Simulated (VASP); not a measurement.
Here is a VASP 6.6.1 calculation.

File POSCAR:

```
Sn
1.0
    3.0519306036      0.0000000000      0.0000000000
    0.0000000000      3.0519306036      0.0000000000
    0.0000000000      0.0000000000      3.0519306036
Sn
1
Direct
    0.0000000000      0.0000000000      0.0000000000
```

File INCAR.step1:

```
SYSTEM = Sn
PREC = Accurate
ENCUT = 520
ISMEAR = -1
SIGMA = 0.1
LREAL = .FALSE.
LASPH = .TRUE.
NELM = 100
NBANDS = 13
GGA = PE
ALGO = Normal
EDIFF = 1E-4
LWAVE = .TRUE.
LCHARG = .FALSE.
```

INCAR.step2

```
SYSTEM = Sn
PREC = Accurate
ENCUT = 520
EDIFF = 1E-7
ISMEAR = -1
SIGMA = 0.1
LREAL = .FALSE.
LASPH = .TRUE.
NELM = 100
ALGO = Normal
ISIF = 2
LWAVE = .FALSE.
LCHARG = .FALSE.
METAGGA = R2SCAN
LMIXTAU = .TRUE.
NBANDS = 13
ISTART = 1
```

Contents of KPOINTS:

```
Automatic mesh
0
G
  17 17 17
  0 0 0
```

Potentials or basis: VASP PAW PBE potentials, release 64 (Sn_d).

Launch:

```console
$ cat potpaw_PBE.64/Sn_d/POTCAR > POTCAR
$ cp INCAR.step1 INCAR
$ mpirun -np 1 vasp_std > vasp.out
$ cp INCAR.step2 INCAR
$ mpirun -np 1 vasp_std > vasp.out
```

Question: What does it give for the band gap on the k mesh?

Answer: Zero (band 7 reaches 12.97 eV, above the bottom of band 8 at 5.06 eV).

Question: Predict the pressure.

Answer: 0.3 GPa.

Caveat: the PAW data sets were made with another functional, which shifts forces and pressure a little; spin-orbit coupling is left out, which moves the levels of the heavy elements.
